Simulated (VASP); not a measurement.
Wanted: the native input for a VASP 6.6.1 run.

* Task: single point
* Functional: PBE
* Potentials or basis: VASP PAW PBE potentials, release 64 (Re_sv_GW)
* Cutoff: 560 eV
* k mesh: 6 × 6 × 6
* Occupations: gaussian, width 0.1 eV
* Spin: no spin polarisation
* Dipole correction: no
* Further INCAR settings: ALGO = Normal; EDIFF = 1e-06; NBANDS = 22

The structure of Re lies in POSCAR:

```
Re
1.0
    1.4326931800      0.8271657900      4.1627122900
   -1.4326931800      0.8271657900      4.1627122900
    0.0000000000     -1.6543315900      4.1627122900
Re
2
Direct
    0.2366874000      0.2366874000      0.2366874000
    0.7633126000      0.7633126000      0.7633126000
```

The input as run:

INCAR

```
PREC = Accurate
ENCUT = 560
EDIFF = 1E-6
ISMEAR = 0
SIGMA = 0.1
LREAL = False
LASPH = True
NELM = 120
ALGO = Normal
ISIF = 2
LWAVE = False
LCHARG = False
GGA = PE
NBANDS = 22
GGA_COMPAT = False
```

KPOINTS

```
Automatic mesh
0
Gamma
  6 6 6
```

Potentials or basis: VASP PAW PBE potentials, release 64 (Re_sv_GW).

Launch:

```bash
$ cat potpaw_PBE.64/Re_sv_GW/POTCAR > POTCAR
$ mpirun -np 1 vasp_std > vasp.out
```

It gave:

```
Pressure               : 33.2 GPa
Largest force          : 5.347 eV/Å
Band gap on the k mesh : zero (bands 15 and 16 overlap by 3.45 eV)
```

Caveat: the k points lie up to 0.43 Å⁻¹ apart, too coarse for converged energies and pressures of a metal; spin-orbit coupling is left out, which moves the levels of the heavy elements; forces of over 1 eV/Å act on the atoms, so gaps and moduli don't describe the material at rest.

Wall time 51 s on 1 thread of Intel(R) Xeon(R) Platinum 8259CL CPU @ 2.50GHz (Skylake/Cascade Lake), with other jobs on the host, peak memory 0.21 GiB.
